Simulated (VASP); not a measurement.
# Y (Immm) in VASP: a series of runs

Runs on Y. Level: PBEsol. Tasks: single point.

All numbers are computed with VASP 6.6.1; they aren't measurements. Logs are shortened: lines on timing, memory, paths and dates and some standing lists are left out, and cuts for length are marked.

**1. The cell of the first run**

The structure is orthorhombic, space group Immm (No. 71). Conventional cell: a = 3.502 Å, b = 3.590 Å, c = 4.952 Å, α = 90.00°, β = 90.00°, γ = 90.00°. Within 4.6 Å of Y (site symmetry mmm) lie 12 Y at 3.50 to 3.59 Å.

**2. Single point, PBEsol (uniaxial strain along a: +2.0 %)**

INCAR

```
SYSTEM = Y
ALGO = Fast
EDIFF = 1E-6
ENCUT = 520
GGA = PS
ISIF = 2
ISMEAR = 0
LASPH = .TRUE.
LCHARG = .FALSE.
LREAL = .FALSE.
LWAVE = .FALSE.
NBANDS = 18
NELM = 60
PREC = Accurate
SIGMA = 0.1
```

KPOINTS

```
k-points
0
G
  14 14 10
  0 0 0
```

POSCAR

```
Y
1.0
    2.5382418026      2.5382418026      0.0000000000
   -2.4760299938      2.4760299938      0.0000000000
    0.0000000000      0.0000000000      4.9520599875
Y
2
Direct
    0.0000000000      0.0000000000      0.0000000000
    0.5000000000      0.5000000000      0.5000000000
```

Potentials or basis: VASP PAW PBE potentials, release 64 (Y_sv).

Run with:

```sh
> cat potpaw_PBE.64/Y_sv/POTCAR > POTCAR
> mpirun -np 1 vasp_std > vasp.out
```

OUTCAR:

```text
SYSTEM = Y
   EDIFF = 1E-6
   ENCUT = 520
   GGA = PS
   ISIF = 2
   ISMEAR = 0
   LASPH = .TRUE.
   LREAL = .FALSE.
   NELM = 60
   PREC = Accurate

 ion  position               nearest neighbor table
   1  0.000  0.000  0.000-   2 3.52   2 3.52   2 3.52   2 3.52   2 3.52   2 3.52   2 3.52   2 3.52

   2  0.500  0.500  0.500-   1 3.52   1 3.52   1 3.52   1 3.52   1 3.52   1 3.52   1 3.52   1 3.52

  LATTYP: Found a simple orthorhombic cell.
 ALAT       =     3.5016351981
 B/A-ratio  =     1.0251256281
 C/A-ratio  =     1.4142135623

  Lattice vectors:

 A1 = (   2.4760299938,  -2.4760299938,   0.0000000000)
 A2 = (   2.5382418026,   2.5382418026,   0.0000000000)
 A3 = (   0.0000000000,   0.0000000000,   4.9520599875)

Analysis of symmetry for initial positions (statically):
=====================================================================
 Subroutine PRICEL returns following result:

  LATTYP: Found a body centered orthorhombic cell.
 ALAT       =     3.5016351981
 B/A-ratio  =     1.0251256281
 C/A-ratio  =     1.4142135623

  Lattice vectors:

 A1 = (   2.5071358982,   0.0311059044,  -2.4760299937)
 A2 = (  -2.5071358982,  -0.0311059044,  -2.4760299938)
 A3 = (   0.0311059044,   2.5071358982,   2.4760299938)

   2 primitive cells build up your supercell.

 Routine SETGRP: Setting up the symmetry group for a
 simple orthorhombic supercell.

 Subroutine GETGRP returns: Found  8 space group operations
 (whereof  8 operations were pure point group operations)
 out of a pool of  8 trial point group operations.

The static configuration has the point symmetry D_2h.

Analysis of symmetry for dynamics (positions and initial velocities):
=====================================================================
 Subroutine PRICEL returns following result:

  LATTYP: Found a body centered orthorhombic cell.
 ALAT       =     3.5016351981
 B/A-ratio  =     1.0251256281
 C/A-ratio  =     1.4142135623

  Lattice vectors:

 A1 = (   2.5071358982,   0.0311059044,  -2.4760299937)
 A2 = (  -2.5071358982,  -0.0311059044,  -2.4760299938)
 A3 = (   0.0311059044,   2.5071358982,   2.4760299938)

   2 primitive cells build up your supercell.

 Routine SETGRP: Setting up the symmetry group for a
 simple orthorhombic supercell.

 Subroutine GETGRP returns: Found  8 space group operations
 (whereof  8 operations were pure point group operations)
 out of a pool of  8 trial point group operations.
[... 96 lines left out ...]
   LASPH  =      T    aspherical Exc in radial PAW
   ENCUT  =  520.0 eV  38.22 Ry    6.18 a.u.   6.67  6.51  9.21*2*pi/ulx,y,z
   NELM   =     60;   NELMIN=  2; NELMDL= -5     # of ELM steps
   EDIFF  = 0.1E-05   stopping-criterion for ELM
   LREAL  =      F    real-space projection
   EDIFFG = 0.1E-04   stopping-criterion for IOM
   NSW    =      0    number of steps for IOM
   IBRION =     -1    ionic relax: 0-MD 1-quasi-New 2-CG
   NFREE  =      0    steps in history (QN), initial steepest desc. (CG)
   ISIF   =      2    stress and relaxation
   ISYM   =      2    0-nonsym 1-usesym 2-fastsym
   POTIM  = 0.5000    time-step for ionic-motion
   TEBEG  =    0.0;   TEEND  =   0.0 temperature during run
   PSTRESS=    0.0 pullay stress
   NELECT =      22.0000    total number of electrons
   NUPDOWN=      -1.0000    fix difference up-down
   EMIN   =  10.00;   EMAX   =-10.00  energy-range for DOS
   EFERMI =   0.00;   METHOD = LEGACY
   ISMEAR =     0;   SIGMA  =   0.10  broadening in eV -4-tet -1-fermi 0-gaus
   EFERMI_NEDOS =   21; number of points for ismear=-14 and -15
   IALGO  =     68    algorithm
   IMIX   =      4    mixing-type and parameters
     AMIX     =   0.40;   BMIX     =  1.00
     AMIX_MAG =   1.60;   BMIX_MAG =  1.00
  volume/ion in A,a.u.               =      31.12       210.03
  Fermi-wavevector in a.u.,A,eV,Ry     =   1.157482  2.187323 18.228594  1.339764
  Thomas-Fermi vector in A             =   2.294093
   LORBIT       =      0    0 simple, 1 ext, 2 COOP (PROOUT), +10 PAW based schemes
   GGA     = PS    functional components
   LHFCALC =     F    Hartree Fock is set to
   AEXX    =    0.0000 exact exchange contribution
   IVDW    =     0    specifies the selected vdW correction
   LEPSILON=     F    determine dielectric tensor
   LRPA    =     F    only Hartree local field effects (RPA)
 non-spin polarized calculation
 RMM-DIIS sequential band-by-band and
 Gauss-broadening in eV      SIGMA  =   0.10
  energy-cutoff  :      520.00
  volume of cell :       62.25
 maximum number of plane-waves:      1699
 NGX is ok and might be reduce to    28
   NGX = 13   NGY = 13   NGZ = 19

 number of electron      21.9999999 magnetization

 Free energy of the ion-electron system (eV)
  ---------------------------------------------------
  ext. energy  EPLUGINS =         0.00000000
  ---------------------------------------------------
  free energy    TOTEN  =       -13.60572739 eV

  energy without entropy =      -13.59116356  energy(sigma->0) =      -13.59844547

 E-fermi :   3.2006     XC(G=0):  -9.7435

 val. band max:        3.2000040582   @ k =   0.4286   0.0000   0.1000
 cond. band min:       3.2009501553   @ k =   0.5000   0.1429   0.2000
 fundamental gap:      0.0009460971
 Fermi energy:         3.2006082189

 k-point     1 :       0.0000    0.0000    0.0000
  band No.  band energies     occupation
      1     -39.2835      2.00000
      2     -39.1747      2.00000
      3     -19.5845      2.00000
      4     -19.2284      2.00000
      5     -19.1868      2.00000
      6     -18.9742      2.00000
[... 481 lines left out ...]
      5     -19.2389      2.00000
      6     -19.2389      2.00000
[... 10 lines left out ...]
     17       7.2669      0.00000
     18       7.2669      0.00000

 [... further k-points ...]

------------------------ aborting loop because EDIFF is reached ----------------------------------------

  FORCE on cell =-STRESS in cart. coord.  units (eV):
  Direction    XX          YY          ZZ          XY          YZ          ZX
  --------------------------------------------------------------------------------------
  -------------------------------------------------------------------------------------
  Total       -0.2504944     -0.2504944     -0.1221512     -0.3234643      0.0000000      0.0000000
  in kB       -6.4476841     -6.4476841     -3.1441521     -8.3259194      0.0000000      0.0000000
  external PRESSURE =      -5.3465068 kB  Pullay stress =       0.0000000 kB

 VOLUME and BASIS-vectors are now :
 -----------------------------------------------------------------------------
  energy-cutoff  :      520.00
  volume of cell :       62.25
      direct lattice vectors                 reciprocal lattice vectors
     2.538241803  2.538241803  0.000000000     0.196986749  0.196986749  0.000000000
    -2.476029994  2.476029994  0.000000000    -0.201936164  0.201936164  0.000000000
     0.000000000  0.000000000  4.952059988     0.000000000  0.000000000  0.201936164

 POSITION                                       TOTAL-FORCE (eV/Angst)
 -----------------------------------------------------------------------------------
      0.00000      0.00000      0.00000         0.000000      0.000000     -0.000000
      0.03111      2.50714      2.47603        -0.000000     -0.000000      0.000000
 -----------------------------------------------------------------------------------
    total drift:                               -0.000000      0.000000      0.000000

  FREE ENERGIE OF THE ION-ELECTRON SYSTEM (eV)
  ---------------------------------------------------
  free  energy   TOTEN  =       -13.6057273885 eV

  energy  without entropy=      -13.5911635591  energy(sigma->0) =      -13.59844547
```

OSZICAR:

```text
N       E                     dE             d eps       ncg     rms          rms(c)
DAV:   1     0.812962627786E+02    0.81296E+02   -0.11432E+04 13824   0.117E+03
DAV:   2    -0.801524867206E+01   -0.89312E+02   -0.87909E+02 17434   0.253E+02
DAV:   3    -0.138392447836E+02   -0.58240E+01   -0.57559E+01 23240   0.383E+01
DAV:   4    -0.140109557307E+02   -0.17171E+00   -0.17145E+00 17010   0.638E+00
DAV:   5    -0.140161359990E+02   -0.51803E-02   -0.51788E-02 18992   0.846E-01    0.322E+01
RMM:   6    -0.136679414786E+02    0.34819E+00   -0.40256E-01 14765   0.353E+00    0.200E+01
RMM:   7    -0.136206121838E+02    0.47329E-01   -0.99337E-01 18332   0.543E+00    0.191E+00
RMM:   8    -0.136038977038E+02    0.16714E-01   -0.13908E-01 15874   0.224E+00    0.979E-01
RMM:   9    -0.136055708250E+02   -0.16731E-02   -0.26687E-02 21029   0.722E-01    0.506E-01
RMM:  10    -0.136079867107E+02   -0.24159E-02   -0.10078E-02 24552   0.347E-01    0.184E+00
RMM:  11    -0.136055853798E+02    0.24013E-02   -0.48771E-03 18782   0.587E-01    0.284E-01
RMM:  12    -0.136057356957E+02   -0.15032E-03   -0.46356E-04 21921   0.147E-01    0.294E-01
RMM:  13    -0.136057189666E+02    0.16729E-04   -0.23498E-04 23683   0.826E-02    0.131E-01
RMM:  14    -0.136057204426E+02   -0.14760E-05   -0.10190E-04 22735   0.672E-02    0.202E-02
RMM:  15    -0.136057250410E+02   -0.45984E-05   -0.38936E-05 22103   0.236E-02    0.360E-03
RMM:  16    -0.136057265803E+02   -0.15393E-05   -0.15406E-05 18168   0.127E-02    0.100E-02
RMM:  17    -0.136057273885E+02   -0.80815E-06   -0.72792E-06 15935   0.977E-03
   1 F= -.13605727E+02 E0= -.13598445E+02  d E =-.145638E-01
```

stdout:

```text
POSCAR found type information on POSCAR Y
 POSCAR found :  1 types and       2 ions
 scaLAPACK will be used
 -----------------------------------------------------------------------------
|                                                                             |
|                                                                             |
|     You enforced a specific xc type in the INCAR file but a different       |
|     I HOPE YOU KNOW WHAT YOU ARE DOING!                                     |
|                                                                             |
 -----------------------------------------------------------------------------

 LDA part: xc-table for (Slater+PW92), standard interpolation
 POSCAR, INCAR and KPOINTS ok, starting setup
 FFT: planning ... GRIDC
 FFT: planning ... GRID_SOFT
 FFT: planning ... GRID
 WAVECAR not read
 entering main loop
WARNING in EDDRMM: call to ZHEGV failed, returncode =   8  4     15
WARNING in EDDRMM: call to ZHEGV failed, returncode =   8  4     17
WARNING in EDDRMM: call to ZHEGV failed, returncode =   6  3     10
WARNING in EDDRMM: call to ZHEGV failed, returncode =   8  4     15
WARNING in EDDRMM: call to ZHEGV failed, returncode =   8  4     17
WARNING in EDDRMM: call to ZHEGV failed, returncode =   6  3     10
WARNING in EDDRMM: call to ZHEGV failed, returncode =   6  3      9
WARNING in EDDRMM: call to ZHEGV failed, returncode =   6  3      9
```

It took 8.5 min on 1 thread of AMD EPYC 7R13 (Zen 3), shared host; peak memory 0.46 GiB.

Results:

| Property | Result |
| --- | --- |
| Free energy | -13.6057 eV |
| Pressure | -0.5 GPa |
| Band gap on the k mesh | zero (bands 11 and 12 overlap by 1.79 eV) |

Levels at points of the mesh, in eV from the Fermi level:
| k point | band 8 | band 9 | band 10 | band 11 | band 12 | band 13 | band 14 | band 15 |
| --- | --- | --- | --- | --- | --- | --- | --- | --- |
| (0.00, 0.00, 0.00) | -22.15 | -4.84 | -1.85 | -0.99 | 1.64 | 1.88 | 1.94 | 2.39 |
| (0.50, 0.00, 0.00) | -22.24 | -1.67 | -1.67 | 0.40 | 0.40 | 0.54 | 0.54 | 2.79 |
| (0.00, 0.50, 0.00) | -22.27 | -1.53 | -1.53 | 0.35 | 0.35 | 0.68 | 0.68 | 2.48 |
| (0.50, 0.50, 0.00) | -22.39 | -1.86 | -1.86 | -0.95 | -0.95 | 2.23 | 2.23 | 5.48 |
| (0.00, 0.00, 0.50) | -22.27 | -2.94 | -2.94 | 0.13 | 0.13 | 1.88 | 1.88 | 2.91 |
| (0.50, 0.00, 0.50) | -22.24 | -2.07 | -2.07 | 0.69 | 0.69 | 1.62 | 1.62 | 1.73 |
| (0.00, 0.50, 0.50) | -22.25 | -2.03 | -2.03 | 0.84 | 0.84 | 1.44 | 1.44 | 1.78 |
| (0.50, 0.50, 0.50) | -22.41 | -0.78 | -0.78 | 0.20 | 0.20 | 0.33 | 0.33 | 2.75 |

Caveat: the cell differs from its parent crystal (uniaxial strain along a: +2.0 %); the PAW data sets were made with another functional, which shifts forces and pressure a little.

**3. Single point, PBEsol (uniaxial strain along a: +3.0 %, then relaxed in part)**

INCAR

```
SYSTEM = Y
PREC = Accurate
ENCUT = 520
EDIFF = 1E-7
ISMEAR = 0
SIGMA = 0.1
LREAL = .False.
LASPH = .True.
NELM = 80
ALGO = Fast
ISIF = 2
LWAVE = .False.
LCHARG = .False.
GGA = PS
NBANDS = 18
```

KPOINTS

```
Automatic mesh
0
Gamma
  14 14 10
  0 0 0
```

POSCAR

```
Y
1.0
    2.5631265262      2.5631265262      0.0000000000
   -2.4932661686      2.4932661686      0.0000000000
    0.0000000000      0.0000000000      4.8923905055
Y
2
Direct
    0.0000000000      0.0000000000      0.0000000000
    0.5000000000      0.5000000000      0.5000000000
```

Potentials or basis: VASP PAW PBE potentials, release 64 (Y_sv).

Run with:

```sh
> cat potpaw_PBE.64/Y_sv/POTCAR > POTCAR
> mpirun -np 1 vasp_std > vasp.out
```

Wall time 9.8 min (1 thread of AMD EPYC 7R13 (Zen 3), shared host); peak memory 0.46 GiB.

The run converged. Its results:

* Free energy: -13.6005 eV
* Pressure: -0.7 GPa
* Band gap on the k mesh: zero (bands 11 and 12 overlap by 1.76 eV)

Stress tensor (GPa, compression positive):
```
-1.02 -0.88  0.00
-0.88 -1.02  0.00
 0.00  0.00 -0.12
```

Levels at points of the mesh, in eV from the Fermi level:
```tsv
k point	band 8	band 9	band 10	band 11	band 12	band 13	band 14	band 15
(0.00, 0.00, 0.00)	-22.17	-4.83	-1.82	-1.01	1.58	1.89	1.99	2.54
(0.50, 0.00, 0.00)	-22.27	-1.72	-1.72	0.48	0.48	0.53	0.53	2.75
(0.00, 0.50, 0.00)	-22.29	-1.56	-1.56	0.42	0.42	0.68	0.68	2.41
(0.50, 0.50, 0.00)	-22.38	-1.86	-1.86	-0.92	-0.92	2.13	2.13	5.43
(0.00, 0.00, 0.50)	-22.29	-2.90	-2.90	0.15	0.15	1.99	1.99	2.82
(0.50, 0.00, 0.50)	-22.24	-2.07	-2.07	0.67	0.67	1.64	1.64	1.72
(0.00, 0.50, 0.50)	-22.26	-2.02	-2.02	0.84	0.84	1.32	1.32	1.89
(0.50, 0.50, 0.50)	-22.43	-0.73	-0.73	0.17	0.17	0.32	0.32	2.81
```

Caveat: the cell differs from its parent crystal (uniaxial strain along a: +3.0 %, then relaxed in part); the PAW data sets were made with another functional, which shifts forces and pressure a little.
